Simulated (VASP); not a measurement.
Set up this calculation in VASP 6.6.1, as the native input.

```yaml
Task: single point
Functional: LDA
Potentials_or_basis: VASP PAW LDA potentials, release 64 (Pb_d, S)
Cutoff: 500 eV
k_mesh: 6 × 6 × 6
Occupations: fermi-dirac, width 0.1 eV
Spin: no spin polarisation
Dipole_correction: no
Further_INCAR_settings: ALGO = Normal; EDIFF = 1e-06; NBANDS = 17
```

The structure of PbS lies in POSCAR:

```
PbS
1.0
    4.1699105599      0.0000000000      0.0000000000
   -2.0849552799      3.6112443022      0.0000000000
    0.0000000000      0.0000000000      3.8624667055
Pb S
1 1
Direct
    0.0000000000      0.0000000000      0.0000000000
    0.6666666667      0.3333333333      0.5000000000
```

The input as run:

INCAR

```
  PREC = Accurate
  ENCUT = 500
  EDIFF = 1E-6
  ISMEAR = -1
  SIGMA = 0.1
  LREAL = False
  LASPH = True
  NELM = 120
  ALGO = Normal
  ISIF = 2
  LWAVE = False
  LCHARG = True
  LELF = True
  LVHAR = True
  NBANDS = 17
  GGA_COMPAT = False
```

KPOINTS

```
Automatic mesh
0
Gamma
  6 6 6
```

Potentials or basis: VASP PAW LDA potentials, release 64 (Pb_d, S).

Command:

```console
$ cat potpaw_LDA.64/Pb_d/POTCAR potpaw_LDA.64/S/POTCAR > POTCAR
$ mpirun -np 1 vasp_std > vasp.out
```

It gave:

The pressure is -6.6 GPa and the band gap on the k mesh is zero (bands 10 and 11 overlap by 0.32 eV).

Caveat: the cell stands under tension; semilocal functionals underestimate gaps, and a narrow one can read as zero; spin-orbit coupling is left out, which moves the levels of the heavy elements.

It took 38 s on 1 thread of Intel Xeon 8259CL, on a shared host, peak memory 0.16 GiB.
